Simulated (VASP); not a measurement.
# S (P6_3/mmc) in VASP: further runs

The runs below take S through single point, with PBE.

Program: VASP 6.6.1. These are calculated values, not measurements. Logs are shortened: lines on timing, memory, paths and dates and some standing lists are left out, and cuts for length are marked.

## (1) The cell of the first run

The structure is hexagonal, space group P6_3/mmc (No. 194). The conventional cell has a = 3.145 Å, b = 3.145 Å, c = 3.449 Å, α = 90.00°, β = 90.00°, γ = 120.00°. S (site symmetry -6m2) has 12 S at 2.50 to 3.15 Å within 3.3 Å.

## (2) Single point, PBE

File INCAR:

```
SYSTEM = S
PREC = Accurate ; ENCUT = 520
EDIFF = 1E-6 ; ISMEAR = -1
SIGMA = 0.1 ; LREAL = .False.
LASPH = .True. ; NELM = 100
ALGO = Normal ; ISIF = 2
LWAVE = .False. ; LCHARG = .False.
GGA = PE ; NBANDS = 13
```

File KPOINTS:

```
regular mesh
0
Gamma
  16 16 9
  0 0 0
```

File POSCAR:

```
S
1.0
    3.1454320339      0.0000000000      0.0000000000
   -1.5727160170      2.7240240472      0.0000000000
    0.0000000000      0.0000000000      3.4493582270
S
2
Direct
    0.3333333333      0.6666666667      0.2500000000
    0.6666666667      0.3333333333      0.7500000000
```

Potentials or basis: VASP PAW PBE potentials, release 64 (S).

The run is started by

```bash
> cat potpaw_PBE.64/S/POTCAR > POTCAR
> mpirun -np 1 vasp_std > vasp.out
```

OUTCAR:

```text
SYSTEM = S
   PREC = Accurate
   ENCUT = 520
   EDIFF = 1E-6
   ISMEAR = -1
   LREAL = .False.
   LASPH = .True.
   NELM = 100
   ISIF = 2
   GGA = PE

 ion  position               nearest neighbor table
   1  0.333  0.667  0.250-   2 2.50   2 2.50   2 2.50   2 2.50   2 2.50   2 2.50
   2  0.667  0.333  0.750-   1 2.50   1 2.50   1 2.50   1 2.50   1 2.50   1 2.50

  LATTYP: Found a hexagonal cell.
 ALAT       =     3.1454320339
 C/A-ratio  =     1.0966246258

  Lattice vectors:

 A1 = (   3.1454320339,   0.0000000000,   0.0000000000)
 A2 = (  -1.5727160170,   2.7240240472,   0.0000000000)
 A3 = (   0.0000000000,   0.0000000000,   3.4493582270)

Analysis of symmetry for initial positions (statically):
=====================================================================
 Subroutine PRICEL returns:
 Original cell was already a primitive cell.

 Routine SETGRP: Setting up the symmetry group for a
 hexagonal supercell.

 Subroutine GETGRP returns: Found 24 space group operations
 (whereof 12 operations were pure point group operations)
 out of a pool of 24 trial point group operations.

The static configuration has the point symmetry D_3d.
 The point group associated with its full space group is D_6h.

Analysis of symmetry for dynamics (positions and initial velocities):
=====================================================================
 Subroutine PRICEL returns:
 Original cell was already a primitive cell.

 Routine SETGRP: Setting up the symmetry group for a
 hexagonal supercell.

 Subroutine GETGRP returns: Found 24 space group operations
 (whereof 12 operations were pure point group operations)
 out of a pool of 24 trial point group operations.

The dynamic configuration has the point symmetry D_3d.
 The point group associated with its full space group is D_6h.

 Subroutine INISYM returns: Found 24 space group operations
 (whereof 12 operations are pure point group operations),
 and found     1 'primitive' translations

----------------------------------------------------------------------------------------

                                     Primitive cell

  volume of cell :      29.5549

  direct lattice vectors                    reciprocal lattice vectors
     3.145432034  0.000000000  0.000000000     0.317921350  0.183551977  0.000000000
    -1.572716017  2.724024047  0.000000000     0.000000000  0.367103955  0.000000000
     0.000000000  0.000000000  3.449358227     0.000000000  0.000000000  0.289909002

  length of vectors
     3.145432034  3.145432034  3.449358227     0.367103955  0.367103955  0.289909002

  position of ions in fractional coordinates (direct lattice)
     0.333333333  0.666666667  0.250000000
     0.666666667  0.333333333  0.750000000

  ion indices of the primitive-cell ions
   primitive index   ion index
                 1           1
                 2           2

----------------------------------------------------------------------------------------

 KPOINTS: regular mesh

Automatic generation of k-mesh.
 Grid dimensions read from file:
 generate k-points for:   16   16    9

 Generating k-lattice:

  Cartesian coordinates                     Fractional coordinates (reciprocal lattice)
     0.019870084  0.011471999  0.000000000     0.062500000 -0.000000000  0.000000000
     0.000000000  0.022943997  0.000000000     0.000000000  0.062500000  0.000000000
     0.000000000  0.000000000  0.032212111     0.000000000  0.000000000  0.111111111

  Length of vectors
     0.022943997  0.022943997  0.032212111

  Shift w.r.t. Gamma in fractional coordinates (k-lattice)
     0.000000000  0.000000000  0.000000000

 Subroutine IBZKPT returns following result:
 ===========================================

 Found    150 irreducible k-points:

 Following reciprocal coordinates:
            Coordinates               Weight
  0.000000  0.000000  0.000000      1.000000
  0.062500  0.000000  0.000000      6.000000
  0.125000  0.000000  0.000000      6.000000
  0.187500  0.000000  0.000000      6.000000
  0.250000  0.000000  0.000000      6.000000
  0.312500  0.000000  0.000000      6.000000
[... 16 lines left out ...]
  0.187500  0.187500  0.000000      6.000000
  0.250000  0.187500  0.000000     12.000000
 [... further k-points ...]
   k-points           NKPTS =    150   k-points in BZ     NKDIM =    150   number of bands    NBANDS=     13
   number of dos      NEDOS =    301   number of ions     NIONS =      2
   total plane-waves  NPLWV =  16128
   dimension x,y,z NGX =    24 NGY =   24 NGZ =   28
   dimension x,y,z NGXF=    48 NGYF=   48 NGZF=   56
   ions per type =               2
   NGX,Y,Z   is equivalent  to a cutoff of  12.68, 12.68, 13.49 a.u.
   NGXF,Y,Z  is equivalent  to a cutoff of  25.37, 25.37, 26.99 a.u.
 SYSTEM =  S
   PREC   = accura    normal or accurate (medium, high low for compatibility)
   ISTART =      0    job   : 0-new  1-cont  2-samecut
   ICHARG =      2    charge: 1-file 2-atom 10-const
   ISPIN  =      1    spin polarized calculation?
   LNONCOLLINEAR =      F non collinear calculations
   LSORBIT =      F    spin-orbit coupling
   LASPH  =      T    aspherical Exc in radial PAW
   ENCUT  =  520.0 eV  38.22 Ry    6.18 a.u.   5.85  5.85  6.41*2*pi/ulx,y,z
   NELM   =    100;   NELMIN=  2; NELMDL= -5     # of ELM steps
   EDIFF  = 0.1E-05   stopping-criterion for ELM
   LREAL  =      F    real-space projection
   EDIFFG = 0.1E-04   stopping-criterion for IOM
   NSW    =      0    number of steps for IOM
   IBRION =     -1    ionic relax: 0-MD 1-quasi-New 2-CG
   NFREE  =      0    steps in history (QN), initial steepest desc. (CG)
   ISIF   =      2    stress and relaxation
   ISYM   =      2    0-nonsym 1-usesym 2-fastsym
   POTIM  = 0.5000    time-step for ionic-motion
   TEBEG  =    0.0;   TEEND  =   0.0 temperature during run
   PSTRESS=    0.0 pullay stress
   NELECT =      12.0000    total number of electrons
   NUPDOWN=      -1.0000    fix difference up-down
   EMIN   =  10.00;   EMAX   =-10.00  energy-range for DOS
   EFERMI =   0.00;   METHOD = LEGACY
   ISMEAR =    -1;   SIGMA  =   0.10  broadening in eV -4-tet -1-fermi 0-gaus
   EFERMI_NEDOS =   21; number of points for ismear=-14 and -15
   IALGO  =     38    algorithm
   IMIX   =      4    mixing-type and parameters
     AMIX     =   0.40;   BMIX     =  1.00
     AMIX_MAG =   1.60;   BMIX_MAG =  1.00
  volume/ion in A,a.u.               =      14.78        99.72
  Fermi-wavevector in a.u.,A,eV,Ry     =   1.212250  2.290820 19.994431  1.469549
  Thomas-Fermi vector in A             =   2.347740
   LORBIT       =      0    0 simple, 1 ext, 2 COOP (PROOUT), +10 PAW based schemes
   GGA     = PE    functional components
   LHFCALC =     F    Hartree Fock is set to
   AEXX    =    0.0000 exact exchange contribution
   IVDW    =     0    specifies the selected vdW correction
   LEPSILON=     F    determine dielectric tensor
   LRPA    =     F    only Hartree local field effects (RPA)
 non-spin polarized calculation
  energy-cutoff  :      520.00
  volume of cell :       29.55
 maximum number of plane-waves:       809
 NGX is ok and might be reduce to    24
   NGX = 11   NGY = 11   NGZ = 13

 number of electron      11.9999999 magnetization

 Free energy of the ion-electron system (eV)
  ---------------------------------------------------
  ext. energy  EPLUGINS =         0.00000000
  ---------------------------------------------------
  free energy    TOTEN  =        -6.41367387 eV

  energy without entropy =       -6.38255620  energy(sigma->0) =       -6.39811503

 E-fermi :   8.9574     XC(G=0): -11.3685

 val. band max:        8.9347897749   @ k =   0.2500   0.1875   0.2222
 cond. band min:       8.9587062436   @ k =   0.1875   0.0625   0.3333
 fundamental gap:      0.0239164687
 Fermi energy:         8.9573973881

 k-point     1 :       0.0000    0.0000    0.0000
  band No.  band energies     occupation
      1      -9.2704      2.00000
      2      -0.0271      2.00000
      3       2.2889      2.00000
      4       6.4153      2.00000
      5       6.4153      2.00000
      6      10.0181      0.00005
      7      10.0181      0.00005
      8      12.7728      0.00000
      9      13.5197      0.00000
     10      18.6201      0.00000
     11      19.6835      0.00000
     12      19.6835      0.00000
     13      20.6119      0.00000

 k-point     2 :       0.0625    0.0000    0.0000
  band No.  band energies     occupation
      1      -9.2064      2.00000
      2      -0.0773      2.00000
      3       2.3490      2.00000
      4       6.1327      2.00000
      5       6.2733      2.00000
      6       9.9208      0.00013
      7      10.1716      0.00001
      8      13.0757      0.00000
      9      13.2783      0.00000
     10      18.3803      0.00000
     11      19.6845      0.00000
     12      19.9825      0.00000
     13      20.4533      0.00000

 k-point     3 :       0.1250    0.0000    0.0000
  band No.  band energies     occupation
      1      -9.0155      2.00000
      2      -0.2521      2.00000
      3       2.5281      2.00000
      4       5.5017      2.00000
      5       5.9252      2.00000
      6       9.6153      0.00278
      7      10.5408      0.00000
      8      12.6350      0.00000
      9      13.8338      0.00000
     10      17.7239      0.00000
     11      19.7552      0.00000
     12      20.0608      0.00000
     13      20.8877      0.00000
[... 305 lines left out ...]
 k-point    23 :       0.1875    0.1875    0.0000
  band No.  band energies     occupation
      1      -7.6114      2.00000
      2      -2.0011      2.00000
      3       3.2555      2.00000
      4       3.8414      2.00000
      5       5.0927      2.00000
      6       9.2475      0.10416
      7       9.6089      0.00296
      8      10.8118      0.00000
      9      15.7578      0.00000
     10      15.7964      0.00000
     11      17.1029      0.00000
     12      22.8214      0.00000
     13      22.8962      0.00000

 k-point    24 :       0.2500    0.1875    0.0000
  band No.  band energies     occupation
      1      -7.0446      2.00000
      2      -2.7067      2.00000
      3       2.6079      2.00000
      4       4.3690      2.00000
      5       5.4226      2.00000
      6       8.7759      1.71985
      7       8.8893      1.32804
      8      10.7959      0.00000
      9      15.1284      0.00000
     10      16.4254      0.00000
     11      16.8079      0.00000
     12      23.2204      0.00000
     13      23.6035      0.00000

 [... further k-points ...]

------------------------ aborting loop because EDIFF is reached ----------------------------------------

  FORCE on cell =-STRESS in cart. coord.  units (eV):
  Direction    XX          YY          ZZ          XY          YZ          ZX
  --------------------------------------------------------------------------------------
  -------------------------------------------------------------------------------------
  Total        2.3583239      2.3583239      2.3526507     -0.0000000     -0.0000000     -0.0000000
  in kB      127.8452213    127.8452213    127.5376744     -0.0000000     -0.0000000     -0.0000000
  external PRESSURE =     127.7427056 kB  Pullay stress =       0.0000000 kB

 VOLUME and BASIS-vectors are now :
 -----------------------------------------------------------------------------
  energy-cutoff  :      520.00
  volume of cell :       29.55
      direct lattice vectors                 reciprocal lattice vectors
     3.145432034  0.000000000  0.000000000     0.317921350  0.183551977  0.000000000
    -1.572716017  2.724024047  0.000000000     0.000000000  0.367103955  0.000000000
     0.000000000  0.000000000  3.449358227     0.000000000  0.000000000  0.289909002

 POSITION                                       TOTAL-FORCE (eV/Angst)
 -----------------------------------------------------------------------------------
     -0.00000      1.81602      0.86234         0.000000      0.000000      0.000000
      1.57272      0.90801      2.58702        -0.000000      0.000000      0.000000
 -----------------------------------------------------------------------------------
    total drift:                               -0.000000      0.000000      0.000000

  FREE ENERGIE OF THE ION-ELECTRON SYSTEM (eV)
  ---------------------------------------------------
  free  energy   TOTEN  =        -6.4136738661 eV

  energy  without entropy=       -6.3825561963  energy(sigma->0) =       -6.39811503
```

Run time: 17 s. Hardware: 1 thread of Intel Xeon Platinum 8488C (Sapphire Rapids), shared host; peak memory 0.16 GiB.

Results:

```
Free energy            : -6.4137 eV
Pressure               : 12.8 GPa
Band gap on the k mesh : zero (band 6 reaches 10.02 eV, above the bottom of band 7 at 7.69 eV)
```

Levels at points of the mesh, in eV from the Fermi level:
| k point | band 3 | band 4 | band 5 | band 6 | band 7 | band 8 | band 9 | band 10 |
| --- | --- | --- | --- | --- | --- | --- | --- | --- |
| (0.00, 0.00, 0.00) | -6.67 | -2.54 | -2.54 | 1.06 | 1.06 | 3.82 | 4.56 | 9.66 |
| (0.50, 0.00, 0.00) | -4.69 | -4.67 | -3.90 | -1.31 | -1.04 | 2.84 | 3.23 | 9.23 |

## (3) Single point, PBE

File INCAR:

```
SYSTEM = S
PREC = Accurate ; ENCUT = 520
EDIFF = 1E-6 ; ISMEAR = -1
SIGMA = 0.1 ; LREAL = .FALSE.
LASPH = .TRUE. ; NELM = 80
ALGO = Normal ; ISIF = 2
LWAVE = .FALSE. ; LCHARG = .FALSE.
GGA = PE ; NBANDS = 13
```

File KPOINTS:

```
Automatic mesh
0
G
  16 16 9
  0 0 0
```

File POSCAR:

```
S
1.0
    3.1462809335      0.0000000000      0.0000000000
   -1.5731404668      2.7247592158      0.0000000000
    0.0000000000      0.0000000000      3.4494282859
S
2
Direct
    0.3333333333      0.6666666667      0.2500000000
    0.6666666667      0.3333333333      0.7500000000
```

Potentials or basis: VASP PAW PBE potentials, release 64 (S).

The run is started by

```bash
> cat potpaw_PBE.64/S/POTCAR > POTCAR
> mpirun -np 1 vasp_std > vasp.out
```

Wall time 22 s (1 thread of Intel Xeon Platinum 8488C (Sapphire Rapids), shared host); peak memory 0.16 GiB.

The run converged. Its results:

```
Free energy            : -6.4150 eV
Pressure               : 12.7 GPa
Band gap on the k mesh : zero (band 6 reaches 10.01 eV, above the bottom of band 7 at 7.68 eV)
```

Levels at points of the mesh, in eV from the Fermi level:
| k point | band 3 | band 4 | band 5 | band 6 | band 7 | band 8 | band 9 | band 10 |
| --- | --- | --- | --- | --- | --- | --- | --- | --- |
| (0.00, 0.00, 0.00) | -6.66 | -2.54 | -2.54 | 1.06 | 1.06 | 3.82 | 4.56 | 9.66 |
| (0.50, 0.00, 0.00) | -4.68 | -4.66 | -3.90 | -1.30 | -1.04 | 2.84 | 3.24 | 9.23 |
